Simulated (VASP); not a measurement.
Input of a VASP 6.6.1 run:

File INCAR:

```
SYSTEM = Be
ALGO = Fast ; EDIFF = 1E-6
ENCUT = 520 ; GGA = PS
ISIF = 2 ; ISMEAR = 0
LASPH = .TRUE. ; LCHARG = .FALSE.
LREAL = .FALSE. ; LWAVE = .FALSE.
NBANDS = 18 ; NELM = 100
PREC = Accurate ; SIGMA = 0.1
```

The input KPOINTS:

```
k-points
0
G
  12 12 2
  0 0 0
```

POSCAR

```
Be
1.0
    2.2471437490      0.0001820291      0.0000485590
   -1.1234163526      1.9464101641     -0.0002086373
    0.0003092243     -0.0012104435     14.3150966211
Be
8
Direct
    0.0002296969      0.0004588017     -0.0000015017
   -0.0002380579     -0.0003319183      0.5000142674
   -0.0001401897     -0.0001866827      0.2499872756
    0.0001049967      0.0000411290      0.7499965743
    0.3331093377      0.6661680884      0.3750019892
    0.3335656834      0.6668484654      0.8749967310
    0.6667735718      0.3336996552      0.1249971723
    0.6665949610      0.3333024613      0.6250074918
```

Potentials or basis: VASP PAW PBE potentials, release 64 (Be).

The run is started by

```bash
$ cat potpaw_PBE.64/Be/POTCAR > POTCAR
$ mpirun -np 1 vasp_std > vasp.out
```

**Question.** What does it give for the band gap on the k mesh?

**Answer.** Zero (bands 8 and 9 overlap by 1.45 eV).

**Question.** What does it give for the pressure?

**Answer.** 0.3 GPa.

Caveat: the PAW data sets were made with another functional, which shifts forces and pressure a little.
